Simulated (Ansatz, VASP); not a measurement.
## Ba in VASP and in Ansatz

Contents of INCAR:

```
SYSTEM = Ba
ALGO = Normal ; EDIFF = 1E-6
ENCUT = 500 ; GGA = PS
GGA_COMPAT = .False. ; ISIF = 2
ISMEAR = 0 ; LASPH = .True.
LCHARG = .False. ; LREAL = .False.
LWAVE = .False. ; NBANDS = 17
NELM = 120 ; PREC = Accurate
SIGMA = 0.1
```

Contents of KPOINTS:

```
k-points
0
Gamma
  6 6 4
  0 0 0
```

The input POSCAR:

```
Ba
1.0
    4.6553555316      0.0000000000      0.0000000000
   -2.3276777658      4.0316561539      0.0000000000
    0.0000000000      0.0000000000      7.5558885731
Ba
2
Direct
    0.3333333333      0.6666666667      0.2500000000
    0.6666666667      0.3333333333      0.7500000000
```

Input for Ansatz:

```yaml
crystal:
  lattice:
    - [4.6553555316, 0.0, 0.0]
    - [-2.3276777658, 4.0316561539, 0.0]
    - [0.0, 0.0, 7.5558885731]
  atoms:
    - { symbol: Ba, position: [0.3333333333, 0.6666666667, 0.25] }
    - { symbol: Ba, position: [0.6666666667, 0.3333333333, 0.75] }
basis:
  ecutwfc: 420
kpoints:
  mp_grid: { grid: [6, 6, 4] }
hamiltonian:
  xc: pbesol
scf:
  occupations: { method: gaussian, width: 0.1 }
  lower_state_search: "off"
output:
  forces: true
  stress: true
  eigenvalues: true
```

Alike in both runs: task single point; functional PBEsol; k mesh 6 × 6 × 4; occupations gaussian, width 0.1 eV; no spin polarisation.

|  | VASP | Ansatz |
| --- | --- | --- |
| version | VASP 6.6.1 | Ansatz 0.2.0 |
| potentials or method | VASP PAW PBE potentials, release 64 (Ba_sv), cutoff 500 eV | scalar-relativistic, plane waves, PAW |
| valence electrons in the cell | 20 | 20 |

|  | VASP | Ansatz | Ansatz less VASP |
| --- | --- | --- | --- |
| gap on the k mesh at the Fermi level (eV) | none | none | - |
| pressure (GPa) | -1.3 | -1.3 | -0.03 |
| traceless stress, the component that is largest in VASP (GPa) | 0.13 | 0.13 | -0.001 |

VASP's potentials were made for PBE, not for PBEsol. A gap of «none» marks a metal or a gap that the smearing closes. With one functional, cell and mesh, what is left measures potentials, basis and numerics.

Spin-orbit coupling is off throughout.
